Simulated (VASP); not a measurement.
# ScIr (Pm-3m) in VASP: a series of runs

ScIr is run at these levels: LDA; tasks: single point, relaxation of cell and atoms.

Program: VASP 6.6.1. These are calculated values, not measurements. Logs are shortened: lines on timing, memory, paths and dates and some standing lists are left out, and cuts for length are marked.

**1. The cell of the first run**

It takes space group Pm-3m (No. 221, cubic). Conventional cell: a = 3.122 Å, b = 3.122 Å, c = 3.122 Å, α = 90.00°, β = 90.00°, γ = 90.00°. Sc (site symmetry m-3m) has 8 Ir at 2.70 Å and 6 Sc at 3.12 Å within 3.6 Å. Within 3.6 Å of Ir (site symmetry m-3m) lie 8 Sc at 2.70 Å and 6 Ir at 3.12 Å.

**2. Single point, LDA**

Contents of INCAR:

```
  PREC = Accurate
  ENCUT = 500
  EDIFF = 1E-6
  ISMEAR = -1
  SIGMA = 0.1
  LREAL = False
  LASPH = True
  NELM = 120
  ALGO = Normal
  ISIF = 2
  LWAVE = False
  LCHARG = False
  GGA = CA
  NBANDS = 17
  GGA_COMPAT = False
```

Contents of KPOINTS:

```
Automatic mesh
0
Gamma
  9 9 9
```

Contents of POSCAR:

```
ScIr
1.0
    3.1222983332      0.0000000000      0.0000000000
    0.0000000000      3.1222983332      0.0000000000
    0.0000000000      0.0000000000      3.1222983332
Sc Ir
1 1
Direct
    0.5000000000      0.5000000000      0.5000000000
    0.0000000000      0.0000000000      0.0000000000
```

Potentials or basis: VASP PAW LDA potentials, release 64 (Sc_sv, Ir).

Started as:

```console
cat potpaw_LDA.64/Sc_sv/POTCAR potpaw_LDA.64/Ir/POTCAR > POTCAR
mpirun -np 1 vasp_std > vasp.out
```

OUTCAR:

```text
PREC = Accurate
   ENCUT = 500
   EDIFF = 1E-6
   ISMEAR = -1
   LREAL = False
   LASPH = True
   NELM = 120
   ISIF = 2
   GGA = CA

 ion  position               nearest neighbor table
   1  0.500  0.500  0.500-   2 2.70   2 2.70   2 2.70   2 2.70   2 2.70   2 2.70   2 2.70   2 2.70

   2  0.000  0.000  0.000-   1 2.70   1 2.70   1 2.70   1 2.70   1 2.70   1 2.70   1 2.70   1 2.70

  LATTYP: Found a simple cubic cell.
 ALAT       =     3.1222983332

  Lattice vectors:

 A1 = (   3.1222983332,   0.0000000000,   0.0000000000)
 A2 = (   0.0000000000,   3.1222983332,   0.0000000000)
 A3 = (   0.0000000000,   0.0000000000,   3.1222983332)

Analysis of symmetry for initial positions (statically):
=====================================================================
 Subroutine PRICEL returns:
 Original cell was already a primitive cell.

 Routine SETGRP: Setting up the symmetry group for a
 simple cubic supercell.

 Subroutine GETGRP returns: Found 48 space group operations
 (whereof 48 operations were pure point group operations)
 out of a pool of 48 trial point group operations.

The static configuration has the point symmetry O_h .

Analysis of symmetry for dynamics (positions and initial velocities):
=====================================================================
 Subroutine PRICEL returns:
 Original cell was already a primitive cell.

 Routine SETGRP: Setting up the symmetry group for a
 simple cubic supercell.

 Subroutine GETGRP returns: Found 48 space group operations
 (whereof 48 operations were pure point group operations)
 out of a pool of 48 trial point group operations.

The dynamic configuration has the point symmetry O_h .

 Subroutine INISYM returns: Found 48 space group operations
 (whereof 48 operations are pure point group operations),
 and found     1 'primitive' translations

----------------------------------------------------------------------------------------

                                     Primitive cell

  volume of cell :      30.4385

  direct lattice vectors                    reciprocal lattice vectors
     3.122298333  0.000000000  0.000000000     0.320276890  0.000000000  0.000000000
[... 74 lines left out ...]
   NGX,Y,Z   is equivalent  to a cutoff of  12.78, 12.78, 12.78 a.u.
   NGXF,Y,Z  is equivalent  to a cutoff of  25.56, 25.56, 25.56 a.u.
 SYSTEM =  unknown system
   PREC   = accura    normal or accurate (medium, high low for compatibility)
   ISTART =      0    job   : 0-new  1-cont  2-samecut
   ICHARG =      2    charge: 1-file 2-atom 10-const
   ISPIN  =      1    spin polarized calculation?
   LNONCOLLINEAR =      F non collinear calculations
   LSORBIT =      F    spin-orbit coupling
   LASPH  =      T    aspherical Exc in radial PAW
   ENCUT  =  500.0 eV  36.75 Ry    6.06 a.u.   5.69  5.69  5.69*2*pi/ulx,y,z
   NELM   =    120;   NELMIN=  2; NELMDL= -5     # of ELM steps
   EDIFF  = 0.1E-05   stopping-criterion for ELM
   LREAL  =      F    real-space projection
   EDIFFG = 0.1E-04   stopping-criterion for IOM
   NSW    =      0    number of steps for IOM
   IBRION =     -1    ionic relax: 0-MD 1-quasi-New 2-CG
   NFREE  =      0    steps in history (QN), initial steepest desc. (CG)
   ISIF   =      2    stress and relaxation
   ISYM   =      2    0-nonsym 1-usesym 2-fastsym
   POTIM  = 0.5000    time-step for ionic-motion
   TEBEG  =    0.0;   TEEND  =   0.0 temperature during run
   PSTRESS=    0.0 pullay stress
   NELECT =      20.0000    total number of electrons
   NUPDOWN=      -1.0000    fix difference up-down
   EMIN   =  10.00;   EMAX   =-10.00  energy-range for DOS
   EFERMI =   0.00;   METHOD = LEGACY
   ISMEAR =    -1;   SIGMA  =   0.10  broadening in eV -4-tet -1-fermi 0-gaus
   EFERMI_NEDOS =   21; number of points for ismear=-14 and -15
   IALGO  =     38    algorithm
   IMIX   =      4    mixing-type and parameters
     AMIX     =   0.40;   BMIX     =  1.00
     AMIX_MAG =   1.60;   BMIX_MAG =  1.00
  volume/ion in A,a.u.               =      15.22       102.70
  Fermi-wavevector in a.u.,A,eV,Ry     =   1.423237  2.689527 27.559993  2.025602
  Thomas-Fermi vector in A             =   2.543856
   LORBIT       =      0    0 simple, 1 ext, 2 COOP (PROOUT), +10 PAW based schemes
   GGA     = CA    functional components
   LHFCALC =     F    Hartree Fock is set to
   AEXX    =    0.0000 exact exchange contribution
   IVDW    =     0    specifies the selected vdW correction
   LEPSILON=     F    determine dielectric tensor
   LRPA    =     F    only Hartree local field effects (RPA)
 non-spin polarized calculation
  energy-cutoff  :      500.00
  volume of cell :       30.44
 maximum number of plane-waves:       784
 NGX is ok and might be reduce to    24
   NGX = 11   NGY = 11   NGZ = 11

 number of electron      19.9999993 magnetization

 Free energy of the ion-electron system (eV)
  ---------------------------------------------------
  ext. energy  EPLUGINS =         0.00000000
  ---------------------------------------------------
  free energy    TOTEN  =       -19.16910780 eV

  energy without entropy =      -19.16131786  energy(sigma->0) =      -19.16521283

 E-fermi :   8.0089     XC(G=0): -13.0221

 val. band max:        7.8878102933   @ k =   0.4444   0.4444   0.0000
 cond. band min:       8.0658009875   @ k =   0.4444   0.0000   0.0000
 fundamental gap:      0.1779906942
 Fermi energy:         8.0088847683

 k-point     1 :       0.0000    0.0000    0.0000
  band No.  band energies     occupation
      1     -40.3640      2.00000
      2     -19.2290      2.00000
      3     -19.2290      2.00000
      4     -19.2290      2.00000
      5      -0.2520      2.00000
      6       2.5282      2.00000
[... 457 lines left out ...]
      4     -19.2261      2.00000
      5       2.7306      2.00000
      6       3.2333      2.00000
[... 9 lines left out ...]
     16      13.9050      0.00000
     17      17.6295      0.00000

 [... further k-points ...]
[... 5 lines left out ...]
  --------------------------------------------------------------------------------------
  -------------------------------------------------------------------------------------
  Total        1.7486274      1.7486274      1.7486274     -0.0000000     -0.0000000      0.0000000
  in kB       92.0417078     92.0417078     92.0417078     -0.0000000     -0.0000000      0.0000000
  external PRESSURE =      92.0417078 kB  Pullay stress =       0.0000000 kB

 VOLUME and BASIS-vectors are now :
 -----------------------------------------------------------------------------
  energy-cutoff  :      500.00
  volume of cell :       30.44
      direct lattice vectors                 reciprocal lattice vectors
     3.122298333  0.000000000  0.000000000     0.320276890  0.000000000  0.000000000
     0.000000000  3.122298333  0.000000000     0.000000000  0.320276890  0.000000000
     0.000000000  0.000000000  3.122298333     0.000000000  0.000000000  0.320276890

 POSITION                                       TOTAL-FORCE (eV/Angst)
 -----------------------------------------------------------------------------------
      1.56115      1.56115      1.56115         0.000000      0.000000      0.000000
      0.00000      0.00000      0.00000         0.000000      0.000000      0.000000
 -----------------------------------------------------------------------------------
    total drift:                                0.000000      0.000000     -0.000000

  FREE ENERGIE OF THE ION-ELECTRON SYSTEM (eV)
  ---------------------------------------------------
  free  energy   TOTEN  =       -19.1691077970 eV

  energy  without entropy=      -19.1613178597  energy(sigma->0) =      -19.16521283
```

OSZICAR:

```text
N       E                     dE             d eps       ncg     rms          rms(c)
DAV:   1     0.198702991251E+03    0.19870E+03   -0.97772E+03  1214   0.127E+03
DAV:   2    -0.114821804699E+02   -0.21019E+03   -0.20291E+03  1231   0.409E+02
DAV:   3    -0.202050687137E+02   -0.87229E+01   -0.84754E+01  1664   0.984E+01
DAV:   4    -0.203534096955E+02   -0.14834E+00   -0.14797E+00  1692   0.129E+01
DAV:   5    -0.203557182292E+02   -0.23085E-02   -0.23083E-02  1598   0.131E+00    0.141E+01
DAV:   6    -0.193901621553E+02    0.96556E+00   -0.12984E+00  1742   0.181E+01    0.562E+00
DAV:   7    -0.191917815177E+02    0.19838E+00   -0.65396E-01  1688   0.867E+00    0.104E+00
DAV:   8    -0.191761798935E+02    0.15602E-01   -0.78863E-02  2055   0.276E+00    0.598E-01
DAV:   9    -0.191694674747E+02    0.67124E-02   -0.17251E-02  1255   0.188E+00    0.209E-01
DAV:  10    -0.191691019055E+02    0.36557E-03   -0.14807E-03  1806   0.499E-01    0.529E-02
DAV:  11    -0.191691111941E+02   -0.92885E-05   -0.85098E-05  1835   0.115E-01    0.134E-02
DAV:  12    -0.191691078074E+02    0.33867E-05   -0.18795E-05  1589   0.582E-02    0.208E-03
DAV:  13    -0.191691077970E+02    0.10384E-07   -0.46175E-07   658   0.852E-03
   1 F= -.19169108E+02 E0= -.19165213E+02  d E =-.778994E-02
```

stdout:

```text
POSCAR found type information on POSCAR ScIr
 POSCAR found :  2 types and       2 ions
 scaLAPACK will be used
 LDA part: xc-table for (Slater(with rela. corr.)+CA(PZ))
 , standard interpolation
 POSCAR, INCAR and KPOINTS ok, starting setup
 FFT: planning ... GRIDC
 FFT: planning ... GRID_SOFT
 FFT: planning ... GRID
 WAVECAR not read
 entering main loop
```

It took 31 s on 1 thread of Intel Xeon 8259CL, shared host; peak memory 0.14 GiB.

What came out:

- Free energy: -19.1691 eV
- Pressure: 9.2 GPa
- Band gap on the k mesh: 0.18 eV, indirect (least direct gap 1.36 eV)

Caveat: spin-orbit coupling is left out, which moves the levels of the heavy elements. A k mesh can miss the band edges.

[end of part 1 of 2]
